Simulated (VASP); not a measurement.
Al3Cu:

```
CELL_PARAMETERS angstrom
2.80298 0.00000 0.00000
0.00000 2.80298 0.00000
0.00000 0.00000 7.67580
ATOMIC_POSITIONS crystal
Al 0.00000 0.00000 0.50000
Al 0.50000 0.50000 0.22278
Al 0.50000 0.50000 0.77722
Cu 0.00000 0.00000 0.00000
```

| Property | Result |
| --- | --- |
| Program | VASP 6.6.1 |
| Task | relaxation of cell and atoms |
| Functional | PBEsol |
| Potentials or basis | VASP PAW PBE potentials, release 64 (Al, Cu) |
| Cutoff | 600 eV |
| k mesh | 16 × 16 × 6 |
| Occupations | gaussian, width 0.1 eV |
| Spin | no spin polarisation |

At the start: pressure -2.7 GPa; volume 15.08 Å³/atom.

How do energy, volume and symmetry change on relaxing?

Over 14 steps the energy falls by 3.3 meV/atom and the volume is 14.72 Å³/atom (-2.4 %); space group P4/mmm (No. 123, to 0.1 Å) before and after.

The path:
```csv
step,energy change (eV),largest force (eV/Å),pressure (GPa),volume (Å³)
1,0.0000,0.1215,-2.75,60.31
2,-0.0100,0.0151,1.15,58.08
3,-0.0128,0.0538,-0.30,58.82
4,-0.0127,0.0448,0.39,58.64
5,-0.0128,0.0493,0.07,58.73
6,-0.0128,0.0509,0.24,58.76
7,-0.0129,0.0427,-0.27,58.94
8,-0.0129,0.0456,-0.08,58.88
9,-0.0129,0.0438,-0.04,58.91
10,-0.0129,0.0430,-0.26,58.93
11,-0.0131,0.0277,-0.26,58.93
12,-0.0132,0.0000,-0.05,58.93
13,-0.0132,0.0011,-0.10,58.93
14,-0.0133,0.0021,0.04,58.88
```

Final structure:
```yaml
crystal:
  lattice:
    - [2.78197, 0.00000, 0.00000]
    - [0.00000, 2.78197, 0.00000]
    - [0.00000, 0.00000, 7.60746]
  atoms:
    - { symbol: Al, position: [0.00000, 0.00000, 0.50000] }
    - { symbol: Al, position: [0.50000, 0.50000, 0.22113] }
    - { symbol: Al, position: [0.50000, 0.50000, 0.77887] }
    - { symbol: Cu, position: [0.00000, 0.00000, 0.00000] }
```

Caveat: the PAW data sets were made with another functional, which shifts forces and pressure a little.
